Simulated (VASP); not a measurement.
SbS, 4 atoms in the cell. It takes space group Cmcm (No. 63, orthorhombic). The conventional cell has a = 4.993 Å, b = 13.154 Å, c = 4.971 Å, α = 90.00°, β = 90.00°, γ = 90.00°. Within 4.8 Å of Sb (site symmetry m2m) lie 7 S at 3.63 to 3.85 Å and 6 Sb at 4.47 to 4.57 Å. S (site symmetry m2m) has 2 S at 3.22 Å and 7 Sb at 3.63 to 3.85 Å within 4.2 Å. 

```yaml
Program: VASP 6.6.1
Task: relaxation of cell and atoms
Functional: PBE
Potentials_or_basis: VASP PAW PBE potentials, release 64 (Sb, S)
Cutoff: 600 eV
k_mesh: 4 × 4 × 4
Occupations: gaussian, width 0.1 eV
Spin: no spin polarisation
Dipole_correction: no
Further_INCAR_settings: ALGO = Normal; EDIFF = 1e-06; IBRION = 2; EDIFFG = -0.04; NSW = 90; ISIF = 3
```

Potentials or basis: VASP PAW PBE potentials, release 64 (Sb, S).

The run is started by

```sh
$ cat potpaw_PBE.64/Sb/POTCAR potpaw_PBE.64/S/POTCAR > POTCAR
$ mpirun -np 1 vasp_std > vasp.out
```

Hardware: 1 thread of Intel(R) Xeon(R) Platinum 8375C CPU @ 2.90GHz (Ice Lake), with other jobs on the host.

Task: How long does it take, and how much memory?

Result: It took 22 min on 1 thread of Intel(R) Xeon(R) Platinum 8375C CPU @ 2.90GHz (Ice Lake) (shared host), peak memory 0.43 GiB. Counts: scf iterations 286, k points 21, ion steps 37.
